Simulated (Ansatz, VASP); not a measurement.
Two plane-wave programs on Zn

File INCAR:

```
  PREC = Accurate
  ENCUT = 520
  EDIFF = 1E-6
  ISMEAR = 0
  SIGMA = 0.15
  LREAL = False
  LASPH = True
  NELM = 60
  ALGO = Fast
  ISIF = 2
  LWAVE = False
  LCHARG = True
  GGA = PE
  LELF = True
  LVHAR = True
  NBANDS = 19
```

The input KPOINTS:

```
Automatic mesh
0
Gamma
  24 24 10
```

Contents of POSCAR:

```
Zn
1.0
    2.4516142089      0.0000000000      0.0000000000
   -1.2258071045      2.1231601852      0.0000000000
    0.0000000000      0.0000000000      5.3424360000
Zn
2
Direct
    0.3333333333      0.6666666667      0.2500000000
    0.6666666667      0.3333333333      0.7500000000
```

Input for Ansatz:

```yaml
crystal:
  lattice:
    - [2.4516142089, 0.0, 0.0]
    - [-1.2258071045, 2.1231601852, 0.0]
    - [0.0, 0.0, 5.342436]
  atoms:
    - { symbol: Zn, position: [0.3333333333, 0.6666666667, 0.25] }
    - { symbol: Zn, position: [0.6666666667, 0.3333333333, 0.75] }
basis:
  ecutwfc: 420
kpoints:
  mp_grid: { grid: [24, 24, 10] }
hamiltonian:
  xc: pbe
scf:
  occupations: { method: gaussian, width: 0.15 }
output:
  forces: true
  stress: true
  eigenvalues: true
  write_density: true
  write_potential: true
  elf: true
  volumetric_format: npy
```

Change from the starting cell: strain -0.080 along x and y, +0.080 along z, atoms carried along.

Alike in both runs: task single point; functional PBE; k mesh 24 × 24 × 10; occupations gaussian, width 0.15 eV; no spin polarisation.

|  | VASP | Ansatz |
| --- | --- | --- |
| version | VASP 6.6.1 | Ansatz 0.2.0 |
| potentials or method | VASP PAW PBE potentials, release 64 (Zn), cutoff 520 eV | scalar-relativistic, plane waves, PAW |
| valence electrons in the cell | 24 | 24 |

```tsv
	VASP	Ansatz	Ansatz less VASP
gap on the k mesh at the Fermi level (eV)	none	none	-
pressure (GPa)	16.4	15.9	-0.55
traceless stress, the component that is largest in VASP (GPa)	-12.71	-12.29	+0.417
```

A gap of «none» marks a metal or a gap that the smearing closes.
